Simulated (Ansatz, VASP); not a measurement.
# Al: VASP beside Ansatz

```
CELL_PARAMETERS angstrom
0.00000 6.06219 -6.06219
6.06219 6.06219 0.00000
6.06219 0.00000 -6.06219
ATOMIC_POSITIONS crystal
Al 0.66667 0.32848 0.66667
Al 0.66667 0.67152 0.66667
Al 0.33819 0.00000 0.66667
Al 0.33819 0.32848 0.66667
Al 0.33214 0.66547 0.67025
Al 0.99515 0.00000 0.66667
Al 0.00119 0.33453 0.66309
Al 0.99515 0.67152 0.66667
Al 0.66667 0.00000 0.33819
Al 0.66667 0.32848 0.33819
Al 0.67025 0.66547 0.33214
Al 0.33214 0.00358 0.33214
Al 0.33243 0.33423 0.33243
Al 0.33214 0.66547 0.33214
Al 0.99515 0.00000 0.33819
Al 0.00090 0.33423 0.33243
Al 0.00090 0.66577 0.33243
Al 0.66667 0.00000 0.99515
Al 0.66309 0.33453 0.00119
Al 0.66667 0.67152 0.99515
Al 0.33819 0.00000 0.99515
Al 0.33243 0.33423 0.00090
Al 0.33243 0.66577 0.00090
Al 0.00119 0.99642 0.00119
Al 0.00119 0.33453 0.00119
Al 0.00090 0.66577 0.00090
```

Change from the starting cell: Al after trading places with the vacancy, charge +0, atoms relaxed.

Alike in both runs: functional PBE; k mesh 3 × 3 × 3; occupations gaussian, width 0.1 eV; no spin polarisation.

Ansatz relaxed the structure, and its values are those at the end. VASP's run is a single point on that final structure, the one shown.

|  | VASP | Ansatz |
| --- | --- | --- |
| version | VASP 6.6.1 | Ansatz 0.2.0 |
| potentials or method | VASP PAW PBE potentials, release 64 (Al), cutoff 520 eV | scalar-relativistic, plane waves, PAW |
| valence electrons in the cell | 78 | 78 |

|  | VASP | Ansatz | Ansatz less VASP |
| --- | --- | --- | --- |
| gap on the k mesh at the Fermi level (eV) | none | none | - |
| rms of the force components (eV/Å) | 0.004 | 0.004 | +0.0004 |

A gap of «none» marks a metal or a gap that the smearing closes.
